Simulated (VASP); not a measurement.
InSb: relaxation of cell and atoms with r2SCAN

The system is InSb.

```
In Sb
1.0
     0.00000    3.23910    3.23910
     3.23910    0.00000    3.23910
     3.23910    3.23910    0.00000
In Sb
1 1
Direct
  0.00000 0.00000 0.00000
  0.25000 0.25000 0.25000
```

```json
{
 "Program": "VASP 6.6.1",
 "Task": "relaxation of cell and atoms",
 "Functional": "r2SCAN",
 "Potentials or basis": "VASP PAW PBE potentials, release 64 (In_d, Sb)",
 "Cutoff": "600 eV",
 "k mesh": "10 × 10 × 10",
 "Occupations": "gaussian, width 0.01 eV",
 "Spin": "no spin polarisation",
 "Dipole correction": "no",
 "Further INCAR settings": "ALGO = Normal; EDIFF = 1e-06; IBRION = 2; EDIFFG = -0.005; NSW = 100; ISIF = 3"
}
```

```
Relaxed volume                         : 35.23 Å³/atom
Relaxed cell                           : a = 4.636 Å, b = 4.636 Å, c = 4.636 Å, α = 60.00°, β = 60.00°, γ = 60.00°
Space group after relaxing (to 0.05 Å) : F-43m (No. 216)
Energy gained by relaxing              : 6.4 meV/atom
Ionic steps                            : 3
Pressure after relaxing                : 0.0 GPa
Band gap on the k mesh                 : 0.02 eV, direct
```

Step by step:
| step | energy change (eV) | largest force (eV/Å) | pressure (GPa) | volume (Å³) |
| --- | --- | --- | --- | --- |
| 1 | 0.0000 | 0.0000 | 1.71 | 67.97 |
| 2 | -0.0105 | 0.0000 | -0.65 | 71.60 |
| 3 | -0.0128 | 0.0000 | 0.00 | 70.47 |

Final structure:
```
In Sb
1.0
     0.00000    3.27830    3.27830
     3.27830    0.00000    3.27830
     3.27830    3.27830    0.00000
In Sb
1 1
Direct
  0.00000 0.00000 0.00000
  0.25000 0.25000 0.25000
```

Levels at points of the mesh, in eV from the valence-band top:
```
           k point  band 5  band 6  band 7  band 8  band 9  band 10  band 11  band 12  band 13
(0.00, 0.00, 0.00)  -14.93  -10.89    0.00    0.00    0.00     0.02     3.22     3.22     3.22
(0.50, 0.00, 0.00)  -14.93   -9.53   -5.60   -0.99   -0.99     0.77     4.09     4.09     6.48
(0.50, 0.50, 0.00)  -14.92   -8.93   -5.91   -2.24   -2.24     1.57     1.63     8.52     8.52
```

Wall time 7.2 min on 1 thread of Intel(R) Xeon(R) Platinum 8559C (Emerald Rapids), with other jobs on the host, peak memory 0.3 GiB.

Caveat: the PAW data sets were made with another functional, which shifts forces and pressure a little; spin-orbit coupling is left out, which moves the levels of the heavy elements. Zero-point motion and thermal expansion aren't in these numbers.
